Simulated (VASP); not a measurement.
Set up this calculation in VASP 6.6.1, as the native input.

```yaml
Task: single point
Functional: PBE
Potentials_or_basis: VASP PAW PBE potentials, release 64 (Co)
Cutoff: 520 eV
k_mesh: 22 × 22 × 1
Occupations: fermi-dirac, width 0.1 eV
Spin: collinear spin, ferromagnetic start
Starting_moments: "[1.7, 1.7, 1.7] μB"
Dipole_correction: yes
Further_INCAR_settings: ALGO = Normal; EDIFF = 1e-06; NBANDS = 24
```

The structure of Co lies in POSCAR:

```
Co
1.0
    2.4930397743      0.0000000000      0.0000000000
   -1.2465198872      2.1590357772      0.0000000000
    0.0000000000      0.0000000000     20.0369000000
Co
3
Direct
    0.0000000000      0.0000000000      0.3992626231
    0.3333333340      0.6666666660      0.5000000000
    0.0000000000      0.0000000000      0.6007373769
```

The input as run:

INCAR

```
SYSTEM = Co
ALGO = Normal
DIPOL = 0.5 0.5 0.500
EDIFF = 1E-6
ENCUT = 520
GGA = PE
IDIPOL = 3
ISIF = 2
ISMEAR = -1
ISPIN = 2
LASPH = .TRUE.
LCHARG = .FALSE.
LDIPOL = .TRUE.
LMAXMIX = 4
LORBIT = 11
LREAL = .FALSE.
LWAVE = .FALSE.
MAGMOM = 1.7 1.7 1.7
NBANDS = 24
NELM = 150
PREC = Accurate
SIGMA = 0.1
```

KPOINTS

```
k-points
0
G
  22 22 1
  0 0 0
```

Potentials or basis: VASP PAW PBE potentials, release 64 (Co).

Command:

```bash
$ cat potpaw_PBE.64/Co/POTCAR > POTCAR
$ mpirun -np 1 vasp_std > vasp.out
```

Results of the run:

```
Largest force                                         : 0.236 eV/Å
Net moment                                            : 5.11 μB per cell
Site moments                                          : Co +1.74, +1.69 (each value once) μB
Valence electrons inside the program's atomic spheres : Co 8.11, 8.26 (each value once)
```

It took 4.2 min on 1 thread of AMD EPYC 9R45 (Zen 5) (shared host), peak memory 0.36 GiB.
